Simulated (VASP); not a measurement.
Set up this calculation in VASP 6.6.1, as the native input.

```
Task                   : single point
Functional             : PBE
Potentials or basis    : VASP PAW PBE potentials, release 64 (Ti_sv, Al)
Cutoff                 : 520 eV
k mesh                 : 18 × 18 × 10
Occupations            : gaussian, width 0.15 eV
Spin                   : no spin polarisation
Dipole correction      : no
Further INCAR settings : ALGO = Normal; EDIFF = 1e-07; NBANDS = 14
```

The structure of TiAl lies in POSCAR:

```
TiAl
1.0
    2.7729000000      0.0000000000      0.0000000000
   -1.3864500000      2.4014018422      0.0000000000
    0.0000000000      0.0000000000      4.7414000000
Ti Al
1 1
Direct
    0.0000000000      0.0000000000      0.0000000000
    0.3333333333      0.6666666667      0.5000000000
```

The input as run:

INCAR

```
SYSTEM = TiAl
PREC     = Accurate       ! precision mode
ENCUT    = 520            ! plane-wave cutoff, eV
EDIFF    = 1E-7           ! SCF threshold, eV
ISMEAR   = 0              ! smearing method
SIGMA    = 0.15           ! smearing width, eV
LREAL    = .False.        ! projectors in reciprocal space
LASPH    = .True.         ! aspherical terms in the spheres
NELM     = 80             ! most SCF steps
ALGO     = Normal         ! electronic algorithm
ISIF     = 2              ! what is computed and relaxed
LWAVE    = .False.        ! write WAVECAR
LCHARG   = .False.        ! write CHGCAR
GGA      = PE             ! functional
NBANDS   = 14             ! bands
```

KPOINTS

```
regular mesh
0
Gamma
  18 18 10
  0 0 0
```

Potentials or basis: VASP PAW PBE potentials, release 64 (Ti_sv, Al).

Command:

```console
$ cat potpaw_PBE.64/Ti_sv/POTCAR potpaw_PBE.64/Al/POTCAR > POTCAR
$ mpirun -np 1 vasp_std > vasp.out
```

It gave:

* Pressure: 6.1 GPa

Wall time 49 s on 1 thread of Intel(R) Xeon(R) Platinum 8488C (Sapphire Rapids), on a shared host, peak memory 0.23 GiB.
